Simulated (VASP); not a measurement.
## WS2: single point with PBEsol

The system is WS2.

```
W S
1.0
     3.14608    0.00000    0.00000
    -1.57304    2.72459    0.00000
     0.00000    0.00000   12.19642
W S
2 4
Direct
  0.33333 0.66667 0.25000
  0.66667 0.33333 0.75000
  0.33333 0.66667 0.62168
  0.66667 0.33333 0.12168
  0.33333 0.66667 0.87832
  0.66667 0.33333 0.37832
```

This cell differs from its parent crystal: strain along c alone, the other axes held: -4.0 %, then relaxed in part.

| Quantity | Value |
| --- | --- |
| Program | VASP 6.6.1 |
| Task | single point |
| Functional | PBEsol |
| Potentials or basis | VASP PAW PBE potentials, release 64 (W_sv, S) |
| Cutoff | 520 eV |
| k mesh | 12 × 12 × 2 |
| Occupations | gaussian, width 0.02 eV |
| Spin | no spin polarisation |
| Dipole correction | no |
| Further INCAR settings | ALGO = Normal; EDIFF = 1e-07; NBANDS = 35 |

* Pressure: 0.8 GPa
* Largest force: 0.024 eV/Å
* Band gap on the k mesh: 0.90 eV, indirect (least direct gap 1.83 eV)

Forces in eV/Å, atoms in the order of the input:
```
W    0.000  0.000  0.000
W    0.000  0.000  0.000
S    0.000  0.000 -0.024
S    0.000  0.000 -0.024
S    0.000  0.000  0.024
S    0.000  0.000  0.024
```

Stress tensor (GPa, compression positive):
```
0.39 0.00 0.00
0.00 0.39 0.00
0.00 0.00 1.55
```

Levels at points of the mesh, in eV from the valence-band top:
| k point | band 22 | band 23 | band 24 | band 25 | band 26 | band 27 | band 28 | band 29 | band 30 | band 31 |
| --- | --- | --- | --- | --- | --- | --- | --- | --- | --- | --- |
| (0.00, 0.00, 0.00) | -2.24 | -2.24 | -1.46 | -1.31 | 0.00 | 2.29 | 2.29 | 2.30 | 2.30 | 2.36 |
| (0.50, 0.00, 0.00) | -2.80 | -2.01 | -1.80 | -1.78 | -1.59 | 2.29 | 2.34 | 2.55 | 2.90 | 3.06 |
| (0.00, 0.00, 0.50) | -2.27 | -2.27 | -2.27 | -0.32 | -0.32 | 2.28 | 2.28 | 2.28 | 2.28 | 2.48 |
| (0.50, 0.00, 0.50) | -2.94 | -1.90 | -1.90 | -1.67 | -1.67 | 2.32 | 2.32 | 2.76 | 2.76 | 3.38 |

Run time: 2.5 min on 1 thread of Intel(R) Xeon(R) Platinum 8375C CPU @ 2.90GHz (Ice Lake), with other jobs on the host, peak memory 0.28 GiB.

Caveat: the cell differs from its parent crystal (strain along c alone, the other axes held: -4.0 %, then relaxed in part); the PAW data sets were made with another functional, which shifts forces and pressure a little; spin-orbit coupling is left out, which moves the levels of the heavy elements; this functional lacks dispersion, which binds the layers, so the pressure and a relaxed spacing across them are unreliable. A k mesh can miss the band edges.
